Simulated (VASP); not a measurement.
Input of a VASP 6.6.1 run:

Contents of INCAR:

```
ALGO     = Normal         # electronic algorithm
EDIFF    = 1E-6           # SCF threshold, eV
ENCUT    = 520            # plane-wave cutoff, eV
GGA      = PE             # functional
ISIF     = 2              # what is computed and relaxed
ISMEAR   = 0              # smearing method
LASPH    = T              # aspherical terms in the spheres
LCHARG   = T              # write CHGCAR
LELF     = T              # ELF
LREAL    = F              # projectors in reciprocal space
LVHAR    = T            
LWAVE    = F              # write WAVECAR
NBANDS   = 25             # bands
NELM     = 80             # most SCF steps
PREC     = Accurate       # precision mode
SIGMA    = 0.1            # smearing width, eV
```

File KPOINTS:

```
k-points
0
Gamma
  3 3 6
```

File POSCAR:

```
MgS5
1.0
    6.5225080652      0.0000000000      0.0000000000
   -3.2612540326      5.6486576808      0.0000000000
    0.0000000000      0.0000000000      3.2825565310
Mg S
1 5
Direct
    0.0000000000      0.0000000000      0.0000000000
    0.5000000000      0.0000000000      0.5000000000
    0.5000000000      0.5000000000      0.5000000000
    0.0000000000      0.5000000000      0.5000000000
    0.3333333333      0.6666666667      0.0000000000
    0.6666666667      0.3333333333      0.0000000000
```

Potentials or basis: VASP PAW PBE potentials, release 64 (Mg, S).

Command:

```sh
$ cat potpaw_PBE.64/Mg/POTCAR potpaw_PBE.64/S/POTCAR > POTCAR
$ mpirun -np 1 vasp_std > vasp.out
```

**Question.** Predict the pressure.

**Answer.** 0.1 GPa.

**Question.** Estimate the band gap on the k mesh.

**Answer.** Zero (band 16 reaches 5.71 eV, above the bottom of band 17 at 3.92 eV).

Stress tensor (GPa, compression positive):
```
0.04 0.00 0.00
0.00 0.04 0.00
0.00 0.00 0.22
```

Caveat: the k points lie up to 0.37 Å⁻¹ apart.
